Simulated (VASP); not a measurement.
Write the native input for VASP 6.6.1 that does the following.

- Task: single point
- Functional: PBE
- Potentials or basis: VASP PAW PBE potentials, release 64 (Ti_sv, H)
- Cutoff: 520 eV
- k mesh: 6 × 6 × 4
- Occupations: gaussian, width 0.1 eV
- Spin: no spin polarisation
- Dipole correction: no
- Further INCAR settings: ALGO = Normal; EDIFF = 1e-07; NBANDS = 16

The structure of TiH4 lies in POSCAR:

```
TiH4
1.0
    3.7139503100      0.0000000000      0.0000000000
   -1.8569751500      3.2163753100      0.0000000000
    0.0000000000      0.0000000000      4.3805798100
Ti H
1 4
Direct
    0.0000000000      0.0000000000      0.5000000000
    0.0000000000      0.0000000000      0.8958328000
    0.0000000000      0.0000000000      0.1041672000
    0.3333333300      0.6666666700      0.0000000000
    0.6666666700      0.3333333300      0.0000000000
```

The cell was generated, and may not be a known phase.

These files were run (other wordings do the same):

INCAR

```
PREC = Accurate
ENCUT = 520
EDIFF = 1E-7
ISMEAR = 0
SIGMA = 0.1
LREAL = False
LASPH = True
NELM = 100
ALGO = Normal
ISIF = 2
LWAVE = False
LCHARG = False
GGA = PE
NBANDS = 16
```

KPOINTS

```
regular mesh
0
Gamma
  6 6 4
```

Potentials or basis: VASP PAW PBE potentials, release 64 (Ti_sv, H).

Launch:

```sh
$ cat potpaw_PBE.64/Ti_sv/POTCAR potpaw_PBE.64/H/POTCAR > POTCAR
$ mpirun -np 1 vasp_std > vasp.out
```

Results of the run:

- Pressure: -10.3 GPa
- Largest force: 1.679 eV/Å
- Band gap on the k mesh: zero (bands 8 and 9 overlap by 0.92 eV)

Caveat: the cell stands under tension; forces of over 1 eV/Å act on the atoms, so gaps and moduli don't describe the material at rest.

It took 47 s on 1 thread of Intel Xeon 8259CL (shared host), peak memory 0.17 GiB.
